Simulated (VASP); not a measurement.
# Sn (I4_1/amd) in VASP: notebook

Runs on Sn. Level: r2SCAN. Tasks: single point.

Everything below comes from runs of VASP 6.6.1. Logs are shortened: lines on timing, memory, paths and dates and some standing lists are left out, and cuts for length are marked.

### 1 The cell of the first run

It takes space group I4_1/amd (No. 141, tetragonal). The conventional cell has a = 5.620 Å, b = 5.620 Å, c = 3.030 Å, α = 90.00°, β = 90.00°, γ = 90.00°. Within 3.8 Å of Sn (site symmetry -4m2) lie 10 Sn at 2.91 to 3.61 Å.

### 2 Single point, r2SCAN

Input file POSCAR:

```
Sn
1.0
   -2.8100550682      2.8100550682      1.5147743026
    2.8100550682     -2.8100550682      1.5147743026
    2.8100550682      2.8100550682     -1.5147743026
Sn
2
Direct
    0.0000000000      0.0000000000      0.0000000000
    0.7500000000      0.2500000000      0.5000000000
```

Input file INCAR.step1:

```
PREC     = Accurate       # precision mode
ENCUT    = 520            # plane-wave cutoff, eV
ISMEAR   = -1             # smearing method
SIGMA    = 0.1            # smearing width, eV
LREAL    = F              # projectors in reciprocal space
LASPH    = T              # aspherical terms in the spheres
NELM     = 100            # most SCF steps
NBANDS   = 21             # bands
GGA      = PE             # functional
ALGO     = Normal         # electronic algorithm
EDIFF    = 1E-4           # SCF threshold, eV
LWAVE    = T              # write WAVECAR
LCHARG   = F              # write CHGCAR
```

Input file INCAR.step2:

```
PREC     = Accurate       # precision mode
ENCUT    = 520            # plane-wave cutoff, eV
EDIFF    = 1E-7           # SCF threshold, eV
ISMEAR   = -1             # smearing method
SIGMA    = 0.1            # smearing width, eV
LREAL    = F              # projectors in reciprocal space
LASPH    = T              # aspherical terms in the spheres
NELM     = 100            # most SCF steps
ALGO     = Normal         # electronic algorithm
ISIF     = 2              # what is computed and relaxed
LWAVE    = F              # write WAVECAR
LCHARG   = F              # write CHGCAR
METAGGA  = R2SCAN         # meta-GGA
LMIXTAU  = T            
NBANDS   = 21             # bands
ISTART   = 1
```

Input file KPOINTS:

```
regular mesh
0
Gamma
  16 16 16
```

Potentials or basis: VASP PAW PBE potentials, release 64 (Sn_d).

Command:

```console
> cat potpaw_PBE.64/Sn_d/POTCAR > POTCAR
> cp INCAR.step1 INCAR
> mpirun -np 1 vasp_std > vasp.out
> cp INCAR.step2 INCAR
> mpirun -np 1 vasp_std > vasp.out
```

OUTCAR:

```text
PREC = Accurate
   ENCUT = 520
   EDIFF = 1E-7
   ISMEAR = -1
   LREAL = F
   LASPH = T
   NELM = 100
   ISIF = 2
   METAGGA = R2SCAN
   ISTART = 1

 ion  position               nearest neighbor table
   1  0.000  0.000  0.000-   2 2.91   2 2.91   2 2.91   2 2.91   2 3.61   2 3.61   2 3.61   2 3.61

   2  0.750  0.250  0.500-   1 2.91   1 2.91   1 2.91   1 2.91   1 3.61   1 3.61   1 3.61   1 3.61

  LATTYP: Found a body centered tetragonal cell.
 ALAT       =     5.6201101364
 C/A-ratio  =     0.5390550241

  Lattice vectors:

 A1 = (  -2.8100550682,   2.8100550682,   1.5147743026)
 A2 = (   2.8100550682,  -2.8100550682,   1.5147743026)
 A3 = (   2.8100550682,   2.8100550682,  -1.5147743026)

Analysis of symmetry for initial positions (statically):
=====================================================================
 Subroutine PRICEL returns:
 Original cell was already a primitive cell.

 Routine SETGRP: Setting up the symmetry group for a
 body centered tetragonal supercell.

 Subroutine GETGRP returns: Found 16 space group operations
 (whereof  8 operations were pure point group operations)
 out of a pool of 16 trial point group operations.

The static configuration has the point symmetry D_2d.
 The point group associated with its full space group is D_4h.

Analysis of symmetry for dynamics (positions and initial velocities):
=====================================================================
 Subroutine PRICEL returns:
 Original cell was already a primitive cell.

 Routine SETGRP: Setting up the symmetry group for a
 body centered tetragonal supercell.

 Subroutine GETGRP returns: Found 16 space group operations
 (whereof  8 operations were pure point group operations)
 out of a pool of 16 trial point group operations.

The dynamic configuration has the point symmetry D_2d.
 The point group associated with its full space group is D_4h.

 Subroutine INISYM returns: Found 16 space group operations
 (whereof  8 operations are pure point group operations),
 and found     1 'primitive' translations

----------------------------------------------------------------------------------------

                                     Primitive cell

  volume of cell :      47.8451

  direct lattice vectors                    reciprocal lattice vectors
    -2.810055068  2.810055068  1.514774303     0.000000000  0.177932456  0.330082177
     2.810055068 -2.810055068  1.514774303     0.177932456  0.000000000  0.330082177
     2.810055068  2.810055068 -1.514774303     0.177932456  0.177932456  0.000000000

  length of vectors
     4.252923719  4.252923719  4.252923719     0.374985603  0.374985603  0.251634493

  position of ions in fractional coordinates (direct lattice)
     0.000000000  0.000000000  0.000000000
     0.750000000  0.250000000  0.500000000

  ion indices of the primitive-cell ions
   primitive index   ion index
                 1           1
                 2           2

----------------------------------------------------------------------------------------

 KPOINTS: regular mesh

Automatic generation of k-mesh.
 Grid dimensions read from file:
 generate k-points for:   16   16   16

 Generating k-lattice:

  Cartesian coordinates                     Fractional coordinates (reciprocal lattice)
     0.000000000  0.011120779  0.020630136     0.062500000  0.000000000  0.000000000
     0.011120779  0.000000000  0.020630136     0.000000000  0.062500000  0.000000000
     0.011120779  0.011120779  0.000000000     0.000000000  0.000000000  0.062500000

  Length of vectors
     0.023436600  0.023436600  0.015727156

  Shift w.r.t. Gamma in fractional coordinates (k-lattice)
     0.000000000  0.000000000  0.000000000

 Subroutine IBZKPT returns following result:
 ===========================================

 Found    349 irreducible k-points:

 Following reciprocal coordinates:
            Coordinates               Weight
  0.000000  0.000000  0.000000      1.000000
  0.062500  0.000000  0.000000      8.000000
  0.125000  0.000000  0.000000      8.000000
  0.187500  0.000000 -0.000000      8.000000
  0.250000  0.000000  0.000000      8.000000
  0.312500  0.000000  0.000000      8.000000
[... 16 lines left out ...]
 -0.125000  0.062500  0.000000     16.000000
 -0.062500  0.062500  0.000000      4.000000
 [... further k-points ...]
   k-points           NKPTS =    349   k-points in BZ     NKDIM =    349   number of bands    NBANDS=     21
   number of dos      NEDOS =    301   number of ions     NIONS =      2
   total plane-waves  NPLWV =  32768
   dimension x,y,z NGX =    32 NGY =   32 NGZ =   32
   dimension x,y,z NGXF=    64 NGYF=   64 NGZF=   64
   ions per type =               2
   NGX,Y,Z   is equivalent  to a cutoff of  12.51, 12.51, 12.51 a.u.
   NGXF,Y,Z  is equivalent  to a cutoff of  25.02, 25.02, 25.02 a.u.
 SYSTEM =  unknown system
   PREC   = accura    normal or accurate (medium, high low for compatibility)
   ISTART =      1    job   : 0-new  1-cont  2-samecut
   ICHARG =      0    charge: 1-file 2-atom 10-const
   ISPIN  =      1    spin polarized calculation?
   LNONCOLLINEAR =      F non collinear calculations
   LSORBIT =      F    spin-orbit coupling
   LASPH  =      T    aspherical Exc in radial PAW
   ENCUT  =  520.0 eV  38.22 Ry    6.18 a.u.   7.91  7.91  7.91*2*pi/ulx,y,z
   NELM   =    100;   NELMIN=  2; NELMDL=  0     # of ELM steps
   EDIFF  = 0.1E-06   stopping-criterion for ELM
   LREAL  =      F    real-space projection
   EDIFFG = 0.1E-05   stopping-criterion for IOM
   NSW    =      0    number of steps for IOM
   IBRION =     -1    ionic relax: 0-MD 1-quasi-New 2-CG
   NFREE  =      0    steps in history (QN), initial steepest desc. (CG)
   ISIF   =      2    stress and relaxation
   ISYM   =      2    0-nonsym 1-usesym 2-fastsym
   POTIM  = 0.5000    time-step for ionic-motion
   TEBEG  =    0.0;   TEEND  =   0.0 temperature during run
   PSTRESS=    0.0 pullay stress
   NELECT =      28.0000    total number of electrons
   NUPDOWN=      -1.0000    fix difference up-down
   EMIN   =  10.00;   EMAX   =-10.00  energy-range for DOS
   EFERMI =   0.00;   METHOD = LEGACY
   ISMEAR =    -1;   SIGMA  =   0.10  broadening in eV -4-tet -1-fermi 0-gaus
   EFERMI_NEDOS =   21; number of points for ismear=-14 and -15
   IALGO  =     38    algorithm
   IMIX   =      4    mixing-type and parameters
     AMIX     =   0.40;   BMIX     =  1.00
     AMIX_MAG =   1.60;   BMIX_MAG =  1.00
  volume/ion in A,a.u.               =      23.92       161.44
  Fermi-wavevector in a.u.,A,eV,Ry     =   1.369352  2.587699 25.512609  1.875124
  Thomas-Fermi vector in A             =   2.495235
   LORBIT       =      0    0 simple, 1 ext, 2 COOP (PROOUT), +10 PAW based schemes
   METAGGA = R2SCAN    functional components
   LHFCALC =     F    Hartree Fock is set to
   AEXX    =    0.0000 exact exchange contribution
   IVDW    =     0    specifies the selected vdW correction
   LEPSILON=     F    determine dielectric tensor
   LRPA    =     F    only Hartree local field effects (RPA)
 non-spin polarized calculation
  energy-cutoff  :      520.00
  volume of cell :       47.85
 maximum number of plane-waves:      1316
   NGX = 15   NGY = 15   NGZ = 15

 number of electron      27.9999999 magnetization

 Free energy of the ion-electron system (eV)
  ---------------------------------------------------
  ext. energy  EPLUGINS =         0.00000000
  ---------------------------------------------------
  free energy    TOTEN  =       -49.03989211 eV

  energy without entropy =      -49.01635712  energy(sigma->0) =      -49.02812462

 E-fermi :   9.6178     XC(G=0): -11.8125

 val. band max:        9.6138724972   @ k =   0.4375   0.4375   0.0000
 cond. band min:       9.6526137455   @ k =   0.3750   0.3750   0.1250
 fundamental gap:      0.0387412484
 Fermi energy:         9.6177653377

 k-point     1 :       0.0000    0.0000    0.0000
  band No.  band energies     occupation
      1     -13.0073      2.00000
      2     -12.8879      2.00000
      3     -12.8232      2.00000
      4     -12.8180      2.00000
      5     -12.5502      2.00000
      6     -12.5502      2.00000
[... 13 lines left out ...]
     20      20.4599      0.00000
     21      21.2365      0.00000

 k-point     2 :       0.0625    0.0000    0.0000
  band No.  band energies     occupation
      1     -13.0037      2.00000
      2     -12.8750      2.00000
      3     -12.8184      2.00000
      4     -12.8019      2.00000
      5     -12.5620      2.00000
      6     -12.5610      2.00000
[... 13 lines left out ...]
     20      20.3266      0.00000
     21      20.5259      0.00000

 k-point     3 :       0.1250    0.0000    0.0000
  band No.  band energies     occupation
      1     -12.9924      2.00000
      2     -12.8390      2.00000
      3     -12.8050      2.00000
      4     -12.7589      2.00000
      5     -12.5873      2.00000
      6     -12.5789      2.00000
[... 13 lines left out ...]
     20      19.2535      0.00000
     21      19.2547      0.00000

 k-point     4 :       0.1875    0.0000   -0.0000
  band No.  band energies     occupation
      1     -12.9741      2.00000
      2     -12.7900      2.00000
      3     -12.7848      2.00000
      4     -12.7068      2.00000
      5     -12.6194      2.00000
      6     -12.5868      2.00000
[... 13 lines left out ...]
     20      18.3074      0.00000
     21      18.8618      0.00000

 k-point     5 :       0.2500    0.0000    0.0000
  band No.  band energies     occupation
      1     -12.9519      2.00000
      2     -12.7624      2.00000
      3     -12.7479      2.00000
      4     -12.6821      2.00000
      5     -12.6517      2.00000
      6     -12.5803      2.00000
[... 13 lines left out ...]
     20      17.5774      0.00000
     21      19.2634      0.00000
[... 382 lines left out ...]
     20      18.6446      0.00000
     21      18.9195      0.00000

 k-point    22 :      -0.1875    0.0625    0.0000
  band No.  band energies     occupation
      1     -12.9791      2.00000
      2     -12.8422      2.00000
      3     -12.7931      2.00000
      4     -12.7692      2.00000
      5     -12.5860      2.00000
      6     -12.5695      2.00000
[... 13 lines left out ...]
     20      19.2804      0.00000
     21      19.7286      0.00000

 k-point    23 :      -0.1250    0.0625    0.0000
  band No.  band energies     occupation
      1     -12.9941      2.00000
      2     -12.8767      2.00000
      3     -12.8101      2.00000
      4     -12.8074      2.00000
      5     -12.5636      2.00000
      6     -12.5559      2.00000
[... 13 lines left out ...]
     20      20.4714      0.00000
     21      20.7637      0.00000

 k-point    24 :      -0.0625    0.0625    0.0000
  band No.  band energies     occupation
      1     -13.0024      2.00000
      2     -12.8888      2.00000
      3     -12.8207      2.00000
      4     -12.8188      2.00000
      5     -12.5526      2.00000
      6     -12.5479      2.00000
[... 13 lines left out ...]
     20      20.7365      0.00000
     21      21.2310      0.00000

 [... further k-points ...]

------------------------ aborting loop because EDIFF is reached ----------------------------------------

  FORCE on cell =-STRESS in cart. coord.  units (eV):
  Direction    XX          YY          ZZ          XY          YZ          ZX
  --------------------------------------------------------------------------------------
  -------------------------------------------------------------------------------------
  Total        3.2643565      3.2643565      3.2620641      0.0000000     -0.0000000      0.0000000
  in kB      109.3126909    109.3126909    109.2359244      0.0000000     -0.0000000      0.0000000
  external PRESSURE =     109.2871021 kB  Pullay stress =       0.0000000 kB

 VOLUME and BASIS-vectors are now :
 -----------------------------------------------------------------------------
  energy-cutoff  :      520.00
  volume of cell :       47.85
      direct lattice vectors                 reciprocal lattice vectors
    -2.810055068  2.810055068  1.514774303     0.000000000  0.177932456  0.330082177
     2.810055068 -2.810055068  1.514774303     0.177932456  0.000000000  0.330082177
     2.810055068  2.810055068 -1.514774303     0.177932456  0.177932456  0.000000000

 POSITION                                       TOTAL-FORCE (eV/Angst)
 -----------------------------------------------------------------------------------
      0.00000      0.00000      0.00000         0.000000     -0.000000     -0.000000
      0.00000      2.81006      0.75739        -0.000000      0.000000      0.000000
 -----------------------------------------------------------------------------------
    total drift:                                0.000000     -0.000000      0.000000

  FREE ENERGIE OF THE ION-ELECTRON SYSTEM (eV)
  ---------------------------------------------------
  free  energy   TOTEN  =       -49.0398921067 eV

  energy  without entropy=      -49.0163571247  energy(sigma->0) =      -49.02812462
```

Run time: 26 min. Hardware: 1 thread of Oxide Virtual Turin-like, shared host; peak memory 0.36 GiB.

Results:

```
Free energy            : -49.0399 eV
Pressure               : 10.9 GPa
Band gap on the k mesh : zero (bands 14 and 15 overlap by 5.25 eV)
```

Caveat: the cell stands under pressure; the PAW data sets were made with another functional, which shifts forces and pressure a little; spin-orbit coupling is left out, which moves the levels of the heavy elements.

### 3 Single point, r2SCAN

POSCAR is that of step 2.

Input file INCAR.step1:

```
SYSTEM = Sn
PREC = Accurate ; ENCUT = 520
ISMEAR = -1 ; SIGMA = 0.1
LREAL = .False. ; LASPH = .True.
NELM = 100 ; NBANDS = 21
GGA = PE ; ALGO = Normal
EDIFF = 1E-4 ; LWAVE = .True.
LCHARG = .False.
```

Input file INCAR.step2:

```
SYSTEM = Sn
PREC = Accurate ; ENCUT = 520
EDIFF = 1E-7 ; ISMEAR = -1
SIGMA = 0.1 ; LREAL = .False.
LASPH = .True. ; NELM = 100
ALGO = Normal ; ISIF = 2
LWAVE = .False. ; LCHARG = .True.
METAGGA = R2SCAN ; LMIXTAU = .True.
LELF = .True. ; LVHAR = .True.
NBANDS = 21 ; ISTART = 1
```

Input file KPOINTS:

```
regular mesh
0
Gamma
  16 16 16
  0 0 0
```

Potentials or basis: VASP PAW PBE potentials, release 64 (Sn_d).

Command:

```console
> cat potpaw_PBE.64/Sn_d/POTCAR > POTCAR
> cp INCAR.step1 INCAR
> mpirun -np 1 vasp_std > vasp.out
> cp INCAR.step2 INCAR
> mpirun -np 1 vasp_std > vasp.out
```

Run time: 28 min. Hardware: 1 thread of Oxide Virtual Turin-like, shared host; peak memory 0.35 GiB.

Results (log left out):

* Free energy: -49.0399 eV
* Pressure: 10.9 GPa
* Band gap on the k mesh: zero (bands 14 and 15 overlap by 5.25 eV)

Levels at points of the mesh, in eV from the Fermi level:
| k point | band 12 | band 13 | band 14 | band 15 | band 16 | band 17 |
| --- | --- | --- | --- | --- | --- | --- |
| (0.00, 0.00, 0.00) | -3.39 | -2.62 | -2.62 | 3.08 | 7.10 | 7.10 |
| (0.50, 0.00, 0.00) | -6.15 | -2.26 | -2.21 | -1.50 | 2.36 | 3.34 |
| (0.50, 0.50, 0.00) | -10.12 | 0.44 | 0.44 | 1.95 | 1.95 | 7.16 |
| (0.50, 0.50, 0.50) | -8.33 | -5.88 | -5.88 | 6.01 | 6.01 | 11.10 |

Caveat: the cell stands under pressure; the PAW data sets were made with another functional, which shifts forces and pressure a little; spin-orbit coupling is left out, which moves the levels of the heavy elements.

The gap in the log of VASP goes by the Fermi energy; the results here count the filled bands.